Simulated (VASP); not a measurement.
Input of a VASP 6.6.1 run:

Contents of POSCAR:

```
Ta
1.0
   -1.6512800000      1.6512800000      1.6512800000
    1.6512800000     -1.6512800000      1.6512800000
    1.6512800000      1.6512800000     -1.6512800000
Ta
1
Direct
    0.0000000000      0.0000000000      0.0000000000
```

The input INCAR.step1:

```
SYSTEM = Ta
PREC     = Accurate       ! precision mode
ENCUT    = 520            ! plane-wave cutoff, eV
EDIFF    = 1E-5           ! SCF threshold, eV
ISMEAR   = -1             ! smearing method
SIGMA    = 0.05           ! smearing width, eV
LREAL    = .False.        ! projectors in reciprocal space
LASPH    = .True.         ! aspherical terms in the spheres
NELM     = 100            ! most SCF steps
ALGO     = Normal         ! electronic algorithm
ISIF     = 2              ! what is computed and relaxed
LWAVE    = .True.         ! write WAVECAR
LCHARG   = .False.        ! write CHGCAR
GGA      = PE             ! functional
NBANDS   = 12             ! bands
```

Contents of INCAR.step2:

```
SYSTEM = Ta
PREC     = Accurate       ! precision mode
ENCUT    = 520            ! plane-wave cutoff, eV
EDIFF    = 1E-6           ! SCF threshold, eV
ISMEAR   = -1             ! smearing method
SIGMA    = 0.05           ! smearing width, eV
LREAL    = .False.        ! projectors in reciprocal space
LASPH    = .True.         ! aspherical terms in the spheres
NELM     = 100            ! most SCF steps
ALGO     = Normal         ! electronic algorithm
ISIF     = 2              ! what is computed and relaxed
LWAVE    = .False.        ! write WAVECAR
LCHARG   = .False.        ! write CHGCAR
GGA      = PE             ! functional
LHFCALC  = .True.         ! exact exchange
AEXX     = 0.25           ! exact-exchange fraction
PRECFOCK = Normal       
ISTART   = 1            
NBANDS   = 12             ! bands
```

KPOINTS

```
Automatic mesh
0
Gamma
  6 6 6
  0 0 0
```

Potentials or basis: VASP PAW PBE potentials, release 64 (Ta_pv).

Command:

```bash
$ cat potpaw_PBE.64/Ta_pv/POTCAR > POTCAR
$ cp INCAR.step1 INCAR
$ mpirun -np 1 vasp_std > vasp.out
$ cp INCAR.step2 INCAR
$ mpirun -np 1 vasp_std > vasp.out
```

Problem. Predict the pressure.

Solution. 3.5 GPa.

Caveat: the k points lie up to 0.45 Å⁻¹ apart; the PAW data sets were made with another functional, which shifts forces and pressure a little.
